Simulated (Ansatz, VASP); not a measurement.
One calculation of AlN, two programs

```
CELL_PARAMETERS angstrom
3.10326 0.00000 0.00000
-1.55163 2.68751 0.00000
0.00000 0.00000 4.97204
ATOMIC_POSITIONS crystal
Al 0.33333 0.66667 0.99916
Al 0.66667 0.33333 0.49916
N 0.33333 0.66667 0.38084
N 0.66667 0.33333 0.88084
```

Alike in both runs: functional r2SCAN; dispersion rVV10; k mesh 12 × 12 × 4; no spin polarisation.

Ansatz relaxed the structure, and its values are those at the end. VASP's run is a single point on that final structure, the one shown.

```csv
,VASP,Ansatz
version,VASP 6.6.1,Ansatz 0.2.0
potentials or method,"VASP PAW PBE potentials, release 64 (Al, N), cutoff 520 eV","plane waves, PAW"
occupations,"gaussian, width 0.01 eV",fixed
valence electrons in the cell,16,16
```

```csv
,VASP,Ansatz,Ansatz less VASP
pressure (GPa),-0.3,0.0,+0.32
```

VASP's potentials were made for PBE, not for r2SCAN.
